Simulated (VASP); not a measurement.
Here is a VASP 6.6.1 calculation.

The input INCAR:

```
ALGO = Normal
EDIFF = 1E-7
ENCUT = 520
GGA = PS
ISIF = 2
ISMEAR = -1
LASPH = T
LCHARG = F
LREAL = F
LWAVE = F
NBANDS = 33
NELM = 60
PREC = Accurate
SIGMA = 0.1
```

File KPOINTS:

```
k-points
0
Gamma
  11 11 1
```

File POSCAR:

```
Ca
1.0
    3.8579598800      0.0000000000      0.0000000000
   -1.9289799400      3.3410912629      0.0000000000
    0.0000000000      0.0000000000     32.6000000000
Ca
5
Direct
    0.8333333333      0.1666666667      0.3092479501
    0.1666666667      0.8333333333      0.4034120216
    0.5000000000      0.5000000000      0.4999999380
    0.8333333333      0.1666666667      0.5965879476
    0.1666666667      0.8333333333      0.6907521427
```

Potentials or basis: VASP PAW PBE potentials, release 64 (Ca_sv).

Run with:

```sh
$ cat potpaw_PBE.64/Ca_sv/POTCAR > POTCAR
$ mpirun -np 1 vasp_std > vasp.out
```

(1) Predict the largest force.

(2) Predict the band gap on the k mesh.

Answers

(1) 0.007 eV/Å.

(2) zero (bands 25 and 26 overlap by 0.25 eV).

Caveat: the PAW data sets were made with another functional, which shifts forces and pressure a little.
